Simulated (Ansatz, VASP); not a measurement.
## Si4BW: VASP beside Ansatz

INCAR

```
SYSTEM = Si4BW
ALGO = Normal ; EDIFF = 1E-6
ENCUT = 520 ; GGA = PE
ISIF = 2 ; ISMEAR = 0
LASPH = .TRUE. ; LCHARG = .TRUE.
LELF = .TRUE. ; LREAL = .FALSE.
LVHAR = .TRUE. ; LWAVE = .FALSE.
NBANDS = 26 ; NELM = 60
PREC = Accurate ; SIGMA = 0.1
```

KPOINTS

```
k-points
0
G
  4 4 4
  0 0 0
```

POSCAR

```
Si4BW
1.0
    4.2380853600      0.0000000000      0.0000000000
    0.0000000000      4.2380853600      0.0000000000
    0.0000000000      0.0000000000      5.9762652200
Si B W
4 1 1
Direct
    0.5000000000      0.0000000000      0.7490356600
    0.0000000000      0.5000000000      0.2509643400
    0.5000000000      0.0000000000      0.2509643400
    0.0000000000      0.5000000000      0.7490356600
    0.5000000000      0.5000000000      0.5000000000
    0.0000000000      0.0000000000      0.0000000000
```

Input for Ansatz:

```yaml
crystal:
  lattice:
    - [4.23808536, 0.0, 0.0]
    - [0.0, 4.23808536, 0.0]
    - [0.0, 0.0, 5.97626522]
  atoms:
    - { symbol: Si, position: [0.5, 0.0, 0.74903566] }
    - { symbol: Si, position: [0.0, 0.5, 0.25096434] }
    - { symbol: Si, position: [0.5, 0.0, 0.25096434] }
    - { symbol: Si, position: [0.0, 0.5, 0.74903566] }
    - { symbol: B, position: [0.5, 0.5, 0.5] }
    - { symbol: W, position: [0.0, 0.0, 0.0] }
basis:
  ecutwfc: 420
kpoints:
  mp_grid: { grid: [4, 4, 4] }
hamiltonian:
  xc: pbe
scf:
  occupations: { method: gaussian, width: 0.1 }
  lower_state_search: "off"
output:
  forces: true
  stress: true
  eigenvalues: true
```

Change from the starting cell: species swapped into the Mg4SiGe type (P4/mmm, No. 123).

Alike in both runs: task single point; functional PBE; k mesh 4 × 4 × 4; occupations gaussian, width 0.1 eV; no spin polarisation.

```csv
,VASP,Ansatz
version,VASP 6.6.1,Ansatz 0.2.0
potentials or method,"VASP PAW PBE potentials, release 64 (Si, B, W_sv), cutoff 520 eV","scalar-relativistic, plane waves, PAW"
valence electrons in the cell,33,33
```

Ansatz gave:

| Quantity | Value |
| --- | --- |
| gap on the k mesh at the Fermi level (eV) | none |
| pressure (GPa) | -16.6 |
| traceless stress, the component that is largest in VASP (GPa) | -2.76 |
| rms of the force components (eV/Å) | 0.275 |

Question: What did VASP give for the same quantities?

Answer: gap on the k mesh at the Fermi level (eV): none; pressure (GPa): -16.6; traceless stress, the component that is largest in VASP (GPa): -2.75; rms of the force components (eV/Å): 0.277.

Atom by atom the forces differ by 0.002 eV/Å (rms over components). A gap of «none» marks a metal or a gap that the smearing closes.

The k mesh is coarse, so the values compare programs but aren't converged. Neither program's run includes spin-orbit coupling.
